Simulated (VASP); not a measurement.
# ZrGe2Pd3 (P6/mmm) in VASP: further runs

The runs below take ZrGe2Pd3 through single point, with PBE.

Program: VASP 6.6.1. These are calculated values, not measurements. Logs are shortened: lines on timing, memory, paths and dates and some standing lists are left out, and cuts for length are marked.

### 1 The cell of the first run

Symmetry: P6/mmm, No. 191, hexagonal system. Conventional cell: a = 4.506 Å, b = 4.506 Å, c = 9.933 Å, α = 90.00°, β = 90.00°, γ = 120.00°. Zr (site symmetry 6/mmm) has 2 Pd at 2.32 Å within 3.1 Å. Within 3.4 Å of Ge (site symmetry -6m2) lie 3 Ge at 2.60 Å and 3 Pd at 2.60 Å. Pd (site symmetry 6mm) has 1 Zr at 2.32 Å and 1 Pd at 2.65 Å within 3.1 Å. Pd (site symmetry 6/mmm) has 6 Ge at 2.60 Å and 2 Pd at 2.65 Å within 3.4 Å.

### 2 Single point, PBE

INCAR reads:

```
SYSTEM = ZrGe2Pd3
PREC     = Accurate       ! precision mode
ENCUT    = 520            ! plane-wave cutoff, eV
EDIFF    = 1E-7           ! SCF threshold, eV
ISMEAR   = 0              ! smearing method
SIGMA    = 0.2            ! smearing width, eV
LREAL    = .False.        ! projectors in reciprocal space
LASPH    = .True.         ! aspherical terms in the spheres
NELM     = 100            ! most SCF steps
ALGO     = Normal         ! electronic algorithm
ISIF     = 2              ! what is computed and relaxed
LWAVE    = .False.        ! write WAVECAR
LCHARG   = .False.        ! write CHGCAR
GGA      = PE             ! functional
NBANDS   = 44             ! bands
```

KPOINTS reads:

```
Automatic mesh
0
Gamma
  4 4 3
  0 0 0
```

POSCAR reads:

```
ZrGe2Pd3
1.0
    4.5061324162      0.0000000000      0.0000000000
   -2.2530662081      3.9024251452      0.0000000000
    0.0000000000      0.0000000000      9.9325721119
Zr Ge Pd
1 2 3
Direct
    0.0000000000      0.0000000000      0.0000000000
    0.3333333333      0.6666666667      0.5000000000
    0.6666666667      0.3333333333      0.5000000000
    0.0000000000      0.0000000000      0.2332138368
    0.0000000000      0.0000000000      0.7667861632
    0.0000000000      0.0000000000      0.5000000000
```

Potentials or basis: VASP PAW PBE potentials, release 64 (Zr_sv, Ge_d, Pd).

Started as:

```bash
cat potpaw_PBE.64/Zr_sv/POTCAR potpaw_PBE.64/Ge_d/POTCAR potpaw_PBE.64/Pd/POTCAR > POTCAR
mpirun -np 1 vasp_std > vasp.out
```

OUTCAR:

```text
SYSTEM = ZrGe2Pd3
   PREC = Accurate
   ENCUT = 520
   EDIFF = 1E-7
   ISMEAR = 0
   LREAL = .False.
   LASPH = .True.
   NELM = 100
   ISIF = 2
   GGA = PE

 ion  position               nearest neighbor table
   1  0.000  0.000  0.000-   4 2.32   5 2.32
   2  0.333  0.667  0.500-   3 2.60   6 2.60   3 2.60   6 2.60   6 2.60   3 2.60
   3  0.667  0.333  0.500-   2 2.60   6 2.60   2 2.60   6 2.60   6 2.60   2 2.60
   4  0.000  0.000  0.233-   1 2.32   6 2.65
   5  0.000  0.000  0.767-   1 2.32   6 2.65
   6  0.000  0.000  0.500-   2 2.60   3 2.60   2 2.60   3 2.60   3 2.60   2 2.60   4 2.65   5 2.65

  LATTYP: Found a hexagonal cell.
 ALAT       =     4.5061324162
 C/A-ratio  =     2.2042344065

  Lattice vectors:

 A1 = (   4.5061324162,   0.0000000000,   0.0000000000)
 A2 = (  -2.2530662081,   3.9024251452,   0.0000000000)
 A3 = (   0.0000000000,   0.0000000000,   9.9325721119)

Analysis of symmetry for initial positions (statically):
=====================================================================
 Subroutine PRICEL returns:
 Original cell was already a primitive cell.

 Routine SETGRP: Setting up the symmetry group for a
 hexagonal supercell.

 Subroutine GETGRP returns: Found 24 space group operations
 (whereof 24 operations were pure point group operations)
 out of a pool of 24 trial point group operations.

The static configuration has the point symmetry D_6h.

Analysis of symmetry for dynamics (positions and initial velocities):
=====================================================================
 Subroutine PRICEL returns:
 Original cell was already a primitive cell.

 Routine SETGRP: Setting up the symmetry group for a
 hexagonal supercell.

 Subroutine GETGRP returns: Found 24 space group operations
 (whereof 24 operations were pure point group operations)
 out of a pool of 24 trial point group operations.

The dynamic configuration has the point symmetry D_6h.

 Subroutine INISYM returns: Found 24 space group operations
 (whereof 24 operations are pure point group operations),
 and found     1 'primitive' translations

----------------------------------------------------------------------------------------

                                     Primitive cell

  volume of cell :     174.6627

  direct lattice vectors                    reciprocal lattice vectors
     4.506132416  0.000000000  0.000000000     0.221919799  0.128125456  0.000000000
    -2.253066208  3.902425145  0.000000000     0.000000000  0.256250911  0.000000000
     0.000000000  0.000000000  9.932572112     0.000000000  0.000000000  0.100678856

  length of vectors
     4.506132416  4.506132416  9.932572112     0.256250911  0.256250911  0.100678856

  position of ions in fractional coordinates (direct lattice)
     0.000000000  0.000000000  0.000000000
     0.333333333  0.666666667  0.500000000
     0.666666667  0.333333333  0.500000000
     0.000000000  0.000000000  0.233213837
     0.000000000  0.000000000  0.766786163
     0.000000000  0.000000000  0.500000000

  ion indices of the primitive-cell ions
   primitive index   ion index
                 1           1
                 2           2
                 3           3
                 4           4
                 5           5
                 6           6

----------------------------------------------------------------------------------------

 KPOINTS: Automatic mesh

Automatic generation of k-mesh.
 Grid dimensions read from file:
 generate k-points for:    4    4    3

 Generating k-lattice:

  Cartesian coordinates                     Fractional coordinates (reciprocal lattice)
     0.055479950  0.032031364  0.000000000     0.250000000 -0.000000000  0.000000000
     0.000000000  0.064062728  0.000000000     0.000000000  0.250000000  0.000000000
     0.000000000  0.000000000  0.033559619     0.000000000  0.000000000  0.333333333

  Length of vectors
     0.064062728  0.064062728  0.033559619

  Shift w.r.t. Gamma in fractional coordinates (k-lattice)
     0.000000000  0.000000000  0.000000000

 Subroutine IBZKPT returns following result:
 ===========================================

 Found      8 irreducible k-points:

 Following reciprocal coordinates:
            Coordinates               Weight
  0.000000  0.000000  0.000000      1.000000
  0.250000 -0.000000  0.000000      6.000000
  0.500000 -0.000000  0.000000      3.000000
  0.250000  0.250000  0.000000      6.000000
  0.000000  0.000000  0.333333      2.000000
  0.250000 -0.000000  0.333333     12.000000
  0.500000 -0.000000  0.333333      6.000000
  0.250000  0.250000  0.333333     12.000000
   k-points           NKPTS =      8   k-points in BZ     NKDIM =      8   number of bands    NBANDS=     44
   number of dos      NEDOS =    301   number of ions     NIONS =      6
   total plane-waves  NPLWV = 103680
   dimension x,y,z NGX =    36 NGY =   36 NGZ =   80
   dimension x,y,z NGXF=    72 NGYF=   72 NGZF=  160
   ions per type =               1   2   3
   NGX,Y,Z   is equivalent  to a cutoff of  13.28, 13.28, 13.39 a.u.
   NGXF,Y,Z  is equivalent  to a cutoff of  26.56, 26.56, 26.78 a.u.
 SYSTEM =  ZrGe2Pd3
   PREC   = accura    normal or accurate (medium, high low for compatibility)
   ISTART =      0    job   : 0-new  1-cont  2-samecut
   ICHARG =      2    charge: 1-file 2-atom 10-const
   ISPIN  =      1    spin polarized calculation?
   LNONCOLLINEAR =      F non collinear calculations
   LSORBIT =      F    spin-orbit coupling
   LASPH  =      T    aspherical Exc in radial PAW
   ENCUT  =  520.0 eV  38.22 Ry    6.18 a.u.   8.38  8.38 18.47*2*pi/ulx,y,z
   NELM   =    100;   NELMIN=  2; NELMDL= -5     # of ELM steps
   EDIFF  = 0.1E-06   stopping-criterion for ELM
   LREAL  =      F    real-space projection
   EDIFFG = 0.1E-05   stopping-criterion for IOM
   NSW    =      0    number of steps for IOM
   IBRION =     -1    ionic relax: 0-MD 1-quasi-New 2-CG
   NFREE  =      0    steps in history (QN), initial steepest desc. (CG)
   ISIF   =      2    stress and relaxation
   ISYM   =      2    0-nonsym 1-usesym 2-fastsym
   POTIM  = 0.5000    time-step for ionic-motion
   TEBEG  =    0.0;   TEEND  =   0.0 temperature during run
   PSTRESS=    0.0 pullay stress
   NELECT =      70.0000    total number of electrons
   NUPDOWN=      -1.0000    fix difference up-down
   EMIN   =  10.00;   EMAX   =-10.00  energy-range for DOS
   EFERMI =   0.00;   METHOD = LEGACY
   ISMEAR =     0;   SIGMA  =   0.20  broadening in eV -4-tet -1-fermi 0-gaus
   EFERMI_NEDOS =   21; number of points for ismear=-14 and -15
   IALGO  =     38    algorithm
   IMIX   =      4    mixing-type and parameters
     AMIX     =   0.40;   BMIX     =  1.00
     AMIX_MAG =   1.60;   BMIX_MAG =  1.00
  volume/ion in A,a.u.               =      29.11       196.45
  Fermi-wavevector in a.u.,A,eV,Ry     =   1.207000  2.280900 19.821648  1.456850
  Thomas-Fermi vector in A             =   2.342651
   LORBIT       =      0    0 simple, 1 ext, 2 COOP (PROOUT), +10 PAW based schemes
   GGA     = PE    functional components
   LHFCALC =     F    Hartree Fock is set to
   AEXX    =    0.0000 exact exchange contribution
   IVDW    =     0    specifies the selected vdW correction
   LEPSILON=     F    determine dielectric tensor
   LRPA    =     F    only Hartree local field effects (RPA)
 non-spin polarized calculation
 Gauss-broadening in eV      SIGMA  =   0.20
  energy-cutoff  :      520.00
  volume of cell :      174.66
 maximum number of plane-waves:      4741
 NGX is ok and might be reduce to    36
   NGX = 17   NGY = 17   NGZ = 37

 number of electron      70.0000018 magnetization

 Free energy of the ion-electron system (eV)
  ---------------------------------------------------
  ext. energy  EPLUGINS =         0.00000000
  ---------------------------------------------------
  free energy    TOTEN  =       -28.58572889 eV

  energy without entropy =      -28.48934886  energy(sigma->0) =      -28.53753887

 E-fermi :   3.9386     XC(G=0):  -9.0619

 val. band max:        3.8262083250   @ k =   0.0000   0.0000   0.0000
 cond. band min:       3.9683525315   @ k =   0.2500   0.2500   0.0000
 fundamental gap:      0.1421442064
 Fermi energy:         3.9385898039

 k-point     1 :       0.0000    0.0000    0.0000
  band No.  band energies     occupation
      1     -46.5269      2.00000
      2     -24.6462      2.00000
      3     -24.5043      2.00000
      4     -24.5043      2.00000
      5     -21.0089      2.00000
      6     -20.9451      2.00000
[... 36 lines left out ...]
     43       5.5079      0.00000
     44       7.1540      0.00000

 k-point     2 :       0.2500   -0.0000    0.0000
  band No.  band energies     occupation
      1     -46.5266      2.00000
      2     -24.6454      2.00000
      3     -24.5116      2.00000
      4     -24.5062      2.00000
      5     -21.0038      2.00000
      6     -20.9672      2.00000
[... 36 lines left out ...]
     43       6.7909      0.00000
     44       7.5664      0.00000

 k-point     3 :       0.5000   -0.0000    0.0000
  band No.  band energies     occupation
      1     -46.5263      2.00000
      2     -24.6447      2.00000
      3     -24.5190      2.00000
      4     -24.5082      2.00000
      5     -21.0088      2.00000
      6     -20.9848      2.00000
[... 36 lines left out ...]
     43       5.8976      0.00000
     44       8.4109      0.00000

 k-point     4 :       0.2500    0.2500    0.0000
  band No.  band energies     occupation
      1     -46.5263      2.00000
      2     -24.6447      2.00000
      3     -24.5163      2.00000
      4     -24.5109      2.00000
      5     -21.0111      2.00000
      6     -20.9871      2.00000
[... 36 lines left out ...]
     43       6.1023      0.00000
     44       6.8372      0.00000

 k-point     5 :       0.0000    0.0000    0.3333
  band No.  band energies     occupation
      1     -46.5269      2.00000
      2     -24.6462      2.00000
      3     -24.5043      2.00000
      4     -24.5043      2.00000
      5     -21.0089      2.00000
      6     -20.9451      2.00000
[... 36 lines left out ...]
     43       5.8608      0.00000
     44       7.6813      0.00000

 k-point     6 :       0.2500   -0.0000    0.3333
  band No.  band energies     occupation
      1     -46.5266      2.00000
      2     -24.6455      2.00000
      3     -24.5116      2.00000
      4     -24.5062      2.00000
      5     -21.0038      2.00000
      6     -20.9672      2.00000
[... 36 lines left out ...]
     43       7.0008      0.00000
     44       7.8145      0.00000

 k-point     7 :       0.5000   -0.0000    0.3333
  band No.  band energies     occupation
      1     -46.5263      2.00000
      2     -24.6447      2.00000
      3     -24.5190      2.00000
      4     -24.5082      2.00000
      5     -21.0088      2.00000
      6     -20.9848      2.00000
[... 36 lines left out ...]
     43       5.9138      0.00000
     44       7.6684      0.00000

 k-point     8 :       0.2500    0.2500    0.3333
  band No.  band energies     occupation
      1     -46.5263      2.00000
      2     -24.6447      2.00000
      3     -24.5163      2.00000
      4     -24.5109      2.00000
      5     -21.0111      2.00000
      6     -20.9871      2.00000
[... 36 lines left out ...]
     43       6.1744      0.00000
     44       6.9786      0.00000

------------------------ aborting loop because EDIFF is reached ----------------------------------------

  FORCE on cell =-STRESS in cart. coord.  units (eV):
  Direction    XX          YY          ZZ          XY          YZ          ZX
  --------------------------------------------------------------------------------------
  -------------------------------------------------------------------------------------
  Total       -0.0838406     -0.0838406     -0.0939990      0.0000000     -0.0000000      0.0000000
  in kB       -0.7690681     -0.7690681     -0.8622507      0.0000000     -0.0000000      0.0000000
  external PRESSURE =      -0.8001290 kB  Pullay stress =       0.0000000 kB

 VOLUME and BASIS-vectors are now :
 -----------------------------------------------------------------------------
  energy-cutoff  :      520.00
  volume of cell :      174.66
      direct lattice vectors                 reciprocal lattice vectors
     4.506132416  0.000000000  0.000000000     0.221919799  0.128125456  0.000000000
    -2.253066208  3.902425145  0.000000000     0.000000000  0.256250911  0.000000000
     0.000000000  0.000000000  9.932572112     0.000000000  0.000000000  0.100678856

 POSITION                                       TOTAL-FORCE (eV/Angst)
 -----------------------------------------------------------------------------------
      0.00000      0.00000      0.00000        -0.000000      0.000000     -0.000000
     -0.00000      2.60162      4.96629        -0.000000      0.000000     -0.000000
      2.25307      1.30081      4.96629         0.000000     -0.000000     -0.000000
      0.00000      0.00000      2.31641        -0.000000     -0.000000      0.070524
      0.00000      0.00000      7.61616        -0.000000      0.000000     -0.070524
      0.00000      0.00000      4.96629        -0.000000      0.000000     -0.000000
 -----------------------------------------------------------------------------------
    total drift:                                0.000000      0.000000     -0.000000

  FREE ENERGIE OF THE ION-ELECTRON SYSTEM (eV)
  ---------------------------------------------------
  free  energy   TOTEN  =       -28.5857288917 eV

  energy  without entropy=      -28.4893488550  energy(sigma->0) =      -28.53753887
```

Run time: 41 s. Hardware: 1 thread of Intel Xeon 6975P-C (Granite Rapids), shared host; peak memory 0.33 GiB.

Results:

| Quantity | Value |
| --- | --- |
| Free energy | -28.5857 eV |
| Pressure | -0.1 GPa |
| Largest force | 0.071 eV/Å |
| Band gap on the k mesh | zero (band 35 reaches 4.32 eV, above the bottom of band 36 at 3.70 eV) |

Forces on the atoms (eV/Å):
```
Zr   0.000  0.000  0.000
Ge   0.000  0.000  0.000
Ge   0.000  0.000  0.000
Pd   0.000  0.000  0.071
Pd   0.000  0.000 -0.071
Pd   0.000  0.000  0.000
```

Caveat: the k points lie up to 0.40 Å⁻¹ apart.

### 3 Single point, PBE

INCAR reads:

```
ALGO = Normal
EDIFF = 1E-7
ENCUT = 520
GGA = PE
ISIF = 2
ISMEAR = 0
LASPH = True
LCHARG = False
LREAL = False
LWAVE = False
NBANDS = 44
NELM = 100
PREC = Accurate
SIGMA = 0.2
```

KPOINTS reads:

```
k-points
0
Gamma
  4 4 3
```

POSCAR reads:

```
ZrGe2Pd3
1.0
    4.4951643298      0.0000000029      0.0000000000
   -2.2475821674      3.8929265023      0.0000000000
    0.0000000000      0.0000000000      9.9656281901
Zr Ge Pd
1 2 3
Direct
    0.0000000000      0.0000000000      0.5000000000
    0.0000000000      0.0000000000      0.2359858948
    0.0000000000      0.0000000000      0.7640141052
    0.3333333333      0.6666666667      0.0000000000
    0.6666666667      0.3333333333      0.0000000000
    0.0000000000      0.0000000000      0.0000000000
```

Potentials or basis: VASP PAW PBE potentials, release 64 (Zr_sv, Ge_d, Pd).

Started as:

```bash
cat potpaw_PBE.64/Zr_sv/POTCAR potpaw_PBE.64/Ge_d/POTCAR potpaw_PBE.64/Pd/POTCAR > POTCAR
mpirun -np 1 vasp_std > vasp.out
```

It took 46 s on 1 thread of Intel Xeon 6975P-C (Granite Rapids), shared host; peak memory 0.33 GiB.

The run converged. Its results:

| Property | Result |
| --- | --- |
| Free energy | -27.9614 eV |
| Pressure | 0.0 GPa |
| Largest force | 0.046 eV/Å |
| Band gap on the k mesh | zero (band 35 reaches 3.81 eV, above the bottom of band 36 at 3.32 eV) |

Forces on the atoms (eV/Å):
```
Zr   0.000  0.000  0.000
Ge   0.000  0.000  0.046
Ge   0.000  0.000 -0.046
Pd   0.000  0.000  0.000
Pd   0.000  0.000  0.000
Pd   0.000  0.000  0.000
```

Stress tensor (GPa, compression positive):
```
-0.22  0.00  0.00
 0.00 -0.22  0.00
 0.00  0.00  0.38
```

Levels at points of the mesh, in eV from the Fermi level:
```
           k point  band 31  band 32  band 33  band 34  band 35  band 36  band 37  band 38
(0.00, 0.00, 0.00)    -0.71    -0.58    -0.36    -0.36     0.41     0.41     0.74     0.74
(0.50, 0.00, 0.00)    -0.66    -0.42    -0.36    -0.20     0.14     0.45     0.61     0.76
```

Caveat: the k points lie up to 0.40 Å⁻¹ apart.
